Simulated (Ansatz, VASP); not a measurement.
# LuSc2N3: VASP beside Ansatz

```
Lu Sc N
1.0
     4.14170    0.00000    0.00000
    -2.07085    3.58681    0.00000
     0.00000    0.00000    6.88245
Lu Sc N
1 2 3
Direct
  0.00000 0.00000 0.38593
  0.33333 0.66667 0.27952
  0.66667 0.33333 0.27952
  0.33333 0.66667 0.55638
  0.66667 0.33333 0.55638
  0.00000 0.00000 0.98555
```

Alike in both runs: task relaxation of cell and atoms; functional PBE; k mesh 6 × 6 × 4; occupations gaussian, width 0.1 eV; no spin polarisation.

|  | VASP | Ansatz |
| --- | --- | --- |
| version | VASP 6.6.1 | Ansatz 0.2.0 |
| potentials or method | VASP PAW PBE potentials, release 64 (Lu, Sc_sv, N), cutoff 600 eV | scalar-relativistic, plane waves, PAW |
| valence electrons in the cell | 62 | 62 |

```csv
,VASP,Ansatz,Ansatz less VASP
"gap on the k mesh at the Fermi level, each at its own relaxed structure (eV)",none,none,-
relaxed volume (Å³/atom),13.03,12.97,-0.058
relaxed length of the cell vector where the two differ most in proportion (Å),4.312,4.301,-0.0117
```

A gap of «none» marks a metal or a gap that the smearing closes.

Neither program's run includes spin-orbit coupling. Noted on VASP's run: the volume moved by over 15 % at a fixed basis, so the end points are rough.
